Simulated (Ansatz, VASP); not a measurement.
**SiO2 in VASP and in Ansatz**

```
CELL_PARAMETERS angstrom
4.93290 0.00000 0.00000
0.00000 4.93290 0.00000
0.00000 0.00000 6.46450
ATOMIC_POSITIONS crystal
Si 0.81690 0.81690 0.50000
Si 0.68310 0.31690 0.25000
Si 0.18310 0.18310 0.00000
Si 0.31690 0.68310 0.75000
O 0.26926 0.36366 0.79999
O 0.13634 0.76926 0.54999
O 0.73074 0.63634 0.29999
O 0.86366 0.23074 0.04999
O 0.76926 0.13634 0.45001
O 0.63634 0.73074 0.70001
O 0.23074 0.86366 0.95001
O 0.36366 0.26926 0.20001
```

Alike in both runs: task electric field gradients; functional r2SCAN; k mesh 4 × 4 × 3; occupations fermi-dirac, width 0.02 eV; no spin polarisation.

```csv
,VASP,Ansatz
version,VASP 6.6.1,Ansatz 0.2.0
potentials or method,"VASP PAW PBE potentials, release 64 (Si, O)","plane-wave PAW, scalar-relativistic"
plane-wave cutoff (eV),520,500
valence electrons in the cell,64,64
```

|  | VASP | Ansatz | Ansatz less VASP |
| --- | --- | --- | --- |
| gap on the k mesh at the Fermi level (eV) | 6.33 | 6.33 | -0.001 |
| pressure (GPa) | -2.4 | -2.6 | -0.25 |
| traceless stress, the component that is largest in VASP (GPa) | 1.52 | 1.57 | +0.051 |
| rms of the force components (eV/Å) | 0.160 | 0.161 | +0.0009 |
| size of Vzz on the site where it differs most (V/Å²) | 85.2 | 89.4 | +4.24 |

VASP's potentials were made for PBE, not for r2SCAN. Atom by atom the forces differ by 0.011 eV/Å (rms over components).
